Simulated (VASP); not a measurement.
## KMgF3: single point with PBEsol

The system is KMgF3.

```
K Mg F
1.0
     4.10548    0.00000    0.00000
     0.00000    4.10548    0.00000
     0.00000    0.00000    3.98590
K Mg F
1 1 3
Direct
  0.50000 0.50000 0.50000
  0.00000 0.00000 0.00000
  0.50000 0.00000 0.00000
  0.00000 0.50000 0.00000
  0.00000 0.00000 0.50000
```

This cell differs from its parent crystal: strain +0.030 along x and y, +0.000 along z.

```
Program                : VASP 6.6.1
Task                   : single point
Functional             : PBEsol
Potentials or basis    : VASP PAW PBE potentials, release 64 (K_sv, Mg, F)
Cutoff                 : 520 eV
k mesh                 : 6 × 6 × 6
Occupations            : gaussian, width 0.05 eV
Spin                   : no spin polarisation
Dipole correction      : no
Further INCAR settings : ALGO = Normal; EDIFF = 1e-06; NBANDS = 24
```

| Quantity | Value |
| --- | --- |
| Pressure | -3.8 GPa |
| Band gap on the k mesh | 6.70 eV (least direct gap 7.02 eV) |

Stress tensor (GPa, compression positive):
```
-4.62  0.00  0.00
 0.00 -4.62  0.00
 0.00  0.00 -2.25
```

Levels at points of the mesh, in eV from the valence-band top:
| k point | band 14 | band 15 | band 16 | band 17 | band 18 | band 19 |
| --- | --- | --- | --- | --- | --- | --- |
| (0.00, 0.00, 0.00) | -0.33 | -0.33 | -0.32 | 6.70 | 9.80 | 9.93 |
| (0.50, 0.00, 0.00) | -0.75 | -0.51 | -0.50 | 9.54 | 9.68 | 10.79 |
| (0.50, 0.50, 0.00) | -0.90 | -0.90 | -0.04 | 10.42 | 11.18 | 11.82 |
| (0.00, 0.00, 0.50) | -0.79 | -0.50 | -0.50 | 9.67 | 9.74 | 10.99 |
| (0.50, 0.00, 0.50) | -0.82 | -0.81 | -0.02 | 10.45 | 11.33 | 11.89 |
| (0.50, 0.50, 0.50) | -0.02 | 0.00 | 0.00 | 10.06 | 10.06 | 10.08 |

It took 41 s on 1 thread of Intel(R) Xeon(R) Platinum 8488C (Sapphire Rapids), on a shared host, peak memory 0.21 GiB.

Caveat: the cell differs from its parent crystal (strain +0.030 along x and y, +0.000 along z); the cell stands under tension; the PAW data sets were made with another functional, which shifts forces and pressure a little. A k mesh can miss the band edges.
